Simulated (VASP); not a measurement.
A run of VASP 6.6.1 is set up as follows.

File POSCAR:

```
Mg2Sn
1.0
    0.0000000000      3.3806927665      3.3806927665
    3.3806927665      0.0000000000      3.3806927665
    3.3806927665      3.3806927665      0.0000000000
Mg Sn
2 1
Direct
    0.2500000000      0.2500000000      0.2500000000
    0.7500000000      0.7500000000      0.7500000000
    0.0000000000      0.0000000000      0.0000000000
```

File INCAR.step1:

```
SYSTEM = Mg2Sn
ALGO = Normal ; EDIFF = 1E-5
ENCUT = 660 ; GGA = PE
GGA_COMPAT = .FALSE. ; ISMEAR = 0
LASPH = .TRUE. ; LCHARG = .FALSE.
LREAL = .FALSE. ; LWAVE = .TRUE.
NBANDS = 16 ; NELM = 120
PREC = Accurate ; SIGMA = 0.01
```

INCAR.step2

```
SYSTEM = Mg2Sn
ALGO = Normal ; EDIFF = 1E-6
ENCUT = 660 ; GGA_COMPAT = .FALSE.
ISIF = 2 ; ISMEAR = 0
ISTART = 1 ; LASPH = .TRUE.
LCHARG = .FALSE. ; LMIXTAU = .TRUE.
LREAL = .FALSE. ; LWAVE = .FALSE.
METAGGA = R2SCAN ; NBANDS = 16
NELM = 120 ; PREC = Accurate
SIGMA = 0.01
```

Contents of KPOINTS:

```
k-points
0
G
  10 10 10
  0 0 0
```

Potentials or basis: VASP PAW PBE potentials, release 64 (Mg, Sn_d).

Run with:

```console
$ cat potpaw_PBE.64/Mg/POTCAR potpaw_PBE.64/Sn_d/POTCAR > POTCAR
$ cp INCAR.step1 INCAR
$ mpirun -np 1 vasp_std > vasp.out
$ cp INCAR.step2 INCAR
$ mpirun -np 1 vasp_std > vasp.out
```

Task: Estimate the pressure.

Result: -0.2 GPa.

Caveat: the PAW data sets were made with another functional, which shifts forces and pressure a little.
